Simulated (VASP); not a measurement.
**ZrO2: single point with LDA**

ZrO2:

```
CELL_PARAMETERS angstrom
3.59610 0.00000 0.00000
0.00000 3.59610 0.00000
0.00000 0.00000 5.17700
ATOMIC_POSITIONS crystal
Zr 0.00000 0.00000 0.00000
Zr 0.50000 0.50000 0.50000
O 0.00000 0.50000 0.20300
O 0.00000 0.50000 0.70300
O 0.50000 0.00000 0.29700
O 0.50000 0.00000 0.79700
```

```json
{
  "Program": "VASP 6.6.1",
  "Task": "single point",
  "Functional": "LDA",
  "Potentials or basis": "VASP PAW LDA potentials, release 64 (Zr_sv, O)",
  "Cutoff": "600 eV",
  "k mesh": "6 × 6 × 4",
  "Occupations": "gaussian, width 0.01 eV",
  "Spin": "no spin polarisation"
}
```

```yaml
Pressure: -7.0 GPa
Largest_force: 0.049 eV/Å
Band_gap_on_the_k_mesh: 3.90 eV (least direct gap 4.00 eV)
```

Forces in eV/Å, atoms in the order of the input:
```
Zr   0.000  0.000  0.000
Zr   0.000  0.000  0.000
O    0.000  0.000 -0.049
O    0.000  0.000 -0.049
O    0.000  0.000  0.049
O    0.000  0.000  0.049
```

Stress tensor (GPa, compression positive):
```
-7.27  0.00  0.00
 0.00 -7.27  0.00
 0.00  0.00 -6.45
```

Levels at points of the mesh, in eV from the valence-band top:
| k point | band 22 | band 23 | band 24 | band 25 | band 26 | band 27 |
| --- | --- | --- | --- | --- | --- | --- |
| (0.00, 0.00, 0.00) | -0.12 | -0.12 | -0.10 | 3.90 | 4.40 | 5.04 |
| (0.50, 0.00, 0.00) | -1.45 | -0.10 | -0.10 | 4.33 | 4.33 | 5.31 |
| (0.50, 0.50, 0.00) | -0.86 | -0.30 | -0.30 | 5.04 | 5.04 | 5.25 |
| (0.00, 0.00, 0.50) | -0.48 | -0.03 | -0.03 | 4.49 | 4.49 | 5.06 |
| (0.50, 0.00, 0.50) | -1.29 | -0.91 | -0.91 | 4.46 | 4.46 | 4.73 |
| (0.50, 0.50, 0.50) | -1.39 | -0.03 | -0.03 | 5.10 | 5.10 | 5.49 |

Run time: 110 s on 1 thread of Intel Xeon 8259CL, on a shared host, peak memory 0.2 GiB.

Caveat: the cell stands under tension. A k mesh can miss the band edges.
